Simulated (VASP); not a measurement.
Crystal: Au.

```
Au
1.0
    -2.57490    2.57490    1.40466
     2.57490   -2.57490    1.40466
     2.57490    2.57490   -1.40466
Au
2
Direct
  0.00000 0.00000 0.00000
  0.75000 0.25000 0.50000
```

```yaml
Program: VASP 6.6.1
Task: relaxation of cell and atoms
Functional: PBEsol
Potentials_or_basis: VASP PAW PBE potentials, release 64 (Au)
Cutoff: 600 eV
k_mesh: 22 × 22 × 22
Occupations: gaussian, width 0.1 eV
Spin: no spin polarisation
```

At the start: pressure 0.0 GPa; volume 18.63 Å³/atom.

How do energy, volume and symmetry change on relaxing?

Over 7 steps the energy falls by 28.0 meV/atom and the volume is 18.59 Å³/atom (-0.2 %); space group I4_1/amd (No. 141, to 0.1 Å) before and after.

Step by step:
| step | energy change (eV) | largest force (eV/Å) | pressure (GPa) | volume (Å³) |
| --- | --- | --- | --- | --- |
| 1 | 0.0000 | 0.0000 | 0.02 | 37.25 |
| 2 | -0.0551 | 0.0000 | 0.07 | 37.21 |
| 3 | -0.0560 | 0.0000 | -0.10 | 37.22 |
| 4 | -0.0560 | 0.0000 | -0.07 | 37.22 |
| 5 | -0.0560 | 0.0000 | 0.12 | 37.17 |
| 6 | -0.0560 | 0.0000 | 0.06 | 37.19 |
| 7 | -0.0560 | 0.0000 | 0.02 | 37.19 |

Final structure:
```cif
data_structure
_symmetry_space_group_name_H-M 'P 1'
_symmetry_Int_Tables_number 1
_cell_length_a 3.9498
_cell_length_b 3.9498
_cell_length_c 3.9498
_cell_angle_alpha 96.702
_cell_angle_beta 96.702
_cell_angle_gamma 140.049
_cell_volume 37.19
loop_
_atom_site_label
_atom_site_type_symbol
_atom_site_fract_x
_atom_site_fract_y
_atom_site_fract_z
_atom_site_occupancy
Au1 Au 0.00000 0.00000 0.00000 1
Au2 Au 0.75000 0.25000 0.50000 1
```

Caveat: the PAW data sets were made with another functional, which shifts forces and pressure a little.
